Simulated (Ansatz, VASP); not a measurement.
ZrGe2Pd3 in VASP and in Ansatz

INCAR

```
SYSTEM = ZrGe2Pd3
PREC = Accurate
ENCUT = 520
EDIFF = 1E-6
ISMEAR = 0
SIGMA = 0.1
LREAL = .FALSE.
LASPH = .TRUE.
NELM = 150
ALGO = Normal
ISIF = 2
LWAVE = .FALSE.
LCHARG = .FALSE.
ISPIN = 2
MAGMOM = 1 0 0 1 1 1
LORBIT = 11
LMAXMIX = 4
GGA = PE
NBANDS = 48
```

File KPOINTS:

```
regular mesh
0
G
  6 6 2
  0 0 0
```

POSCAR

```
ZrGe2Pd3
1.0
    3.1160237508      0.0000000000      0.0000000000
    0.0000000000      3.1160237508      0.0000000000
    0.0000000000      0.0000000000     10.3279659418
Zr Ge Pd
1 2 3
Direct
    0.0000000000      0.0000000000      0.0000000000
    0.0000000000      0.0000000000      0.3395137802
    0.0000000000      0.0000000000      0.6604862198
    0.5000000000      0.5000000000      0.5000000000
    0.5000000000      0.5000000000      0.8125763179
    0.5000000000      0.5000000000      0.1874236821
```

Input for Ansatz:

```yaml
crystal:
  lattice:
    - [3.1160237508, 0.0, 0.0]
    - [0.0, 3.1160237508, 0.0]
    - [0.0, 0.0, 10.3279659418]
  atoms:
    - { symbol: Zr, position: [0.0, 0.0, 0.0], spin: 1.0 }
    - { symbol: Ge, position: [0.0, 0.0, 0.3395137802] }
    - { symbol: Ge, position: [0.0, 0.0, 0.6604862198] }
    - { symbol: Pd, position: [0.5, 0.5, 0.5], spin: 1.0 }
    - { symbol: Pd, position: [0.5, 0.5, 0.8125763179], spin: 1.0 }
    - { symbol: Pd, position: [0.5, 0.5, 0.1874236821], spin: 1.0 }
basis:
  ecutwfc: 420
kpoints:
  mp_grid: { grid: [6, 6, 2] }
hamiltonian:
  xc: pbe
scf:
  occupations: { method: gaussian, width: 0.1 }
  lower_state_search: "off"
output:
  forces: true
  stress: true
  eigenvalues: true
  populations: true
magnetization:
  spin_polarized: true
```

Alike in both runs: task single point; functional PBE; k mesh 6 × 6 × 2; occupations gaussian, width 0.1 eV; collinear spin.

|  | VASP | Ansatz |
| --- | --- | --- |
| version | VASP 6.6.1 | Ansatz 0.2.0 |
| potentials or method | VASP PAW PBE potentials, release 64 (Zr_sv, Ge_d, Pd), cutoff 520 eV | scalar-relativistic, plane waves, PAW |
| valence electrons in the cell | 70 | 94 |

```tsv
	VASP	Ansatz	Ansatz less VASP
gap on the k mesh at the Fermi level (eV)	none	none	-
pressure (GPa)	0.0	-0.1	-0.08
traceless stress, the component that is largest in VASP (GPa)	-2.20	-2.19	+0.017
rms of the force components (eV/Å)	0.108	0.112	+0.0042
net moment per atom (μB)	0.00	0.00	-0.001
```

Atom by atom the forces differ by 0.004 eV/Å (rms over components). A gap of «none» marks a metal or a gap that the smearing closes. VASP's potentials hold 70 valence electrons a cell and Ansatz's 94, so a difference there can come from the potentials and not from the codes. Ansatz's warnings: seeded moment not kept.
